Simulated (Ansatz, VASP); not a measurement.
**One calculation of MgHgSe2, two programs**

File INCAR:

```
SYSTEM = MgHgSe2
PREC = Accurate
ENCUT = 520
EDIFF = 1E-6
ISMEAR = -1
SIGMA = 0.02
LREAL = .False.
LASPH = .True.
NELM = 100
ALGO = Normal
ISIF = 2
LWAVE = .False.
LCHARG = .False.
GGA = PE
NBANDS = 21
```

The input KPOINTS:

```
Automatic mesh
0
Gamma
  6 6 4
  0 0 0
```

POSCAR

```
MgHgSe2
1.0
    4.3138610726      0.0000000000      0.0000000000
    0.0000000000      4.3138610726      0.0000000000
    0.0000000000      0.0000000000      6.3062678171
Mg Se Hg
1 2 1
Direct
    0.0000000000      0.0000000000      0.0000000000
    0.0000000000      0.5000000000      0.2372491461
    0.5000000000      0.0000000000      0.7627508539
    0.5000000000      0.5000000000      0.5000000000
```

Input for Ansatz:

```yaml
crystal:
  lattice:
    - [4.3138610726, 0.0, 0.0]
    - [0.0, 4.3138610726, 0.0]
    - [0.0, 0.0, 6.3062678171]
  atoms:
    - { symbol: Mg, position: [0.0, 0.0, 0.0] }
    - { symbol: Se, position: [0.0, 0.5, 0.2372491461] }
    - { symbol: Hg, position: [0.5, 0.5, 0.5] }
    - { symbol: Se, position: [0.5, 0.0, 0.7627508539] }
kpoints:
  mp_grid: { grid: [6, 6, 4] }
  band_path:
    path:
      - [0.0, 0.0, 0.0]
      - [0.0, 0.5, 0.0]
      - [0.5, 0.5, 0.0]
      - [0.0, 0.0, 0.5]
      - [0.0, 0.5, 0.5]
      - [0.5, 0.5, 0.5]
    npoints: 1
hamiltonian:
  xc: pbe
scf:
  occupations: { method: fermi_dirac, width: 0.02 }
  n_extra_bands: 5
output:
  forces: true
  stress: true
  eigenvalues: true
  write_density: true
  write_potential: true
  elf: true
  volumetric_format: npy
```

Change from the starting cell: uniaxial_z strain +5.4%.

Alike in both runs: task single point; functional PBE; k mesh 6 × 6 × 4; occupations fermi-dirac, width 0.02 eV; no spin polarisation.

|  | VASP | Ansatz |
| --- | --- | --- |
| version | VASP 6.6.1 | Ansatz 0.2.0 |
| potentials or method | VASP PAW PBE potentials, release 64 (Mg, Se, Hg) | plane waves, PAW |
| plane-wave cutoff (eV) | 520 | 420 |
| valence electrons in the cell | 26 | 62 |

|  | VASP | Ansatz | Ansatz less VASP |
| --- | --- | --- | --- |
| pressure (GPa) | -0.8 | -0.9 | -0.07 |
| rms of the force components (eV/Å) | 0.030 | 0.016 | -0.0135 |

VASP's potentials hold 26 valence electrons a cell and Ansatz's 62, so a difference there can come from the potentials and not from the codes.

Spin-orbit coupling is off throughout.
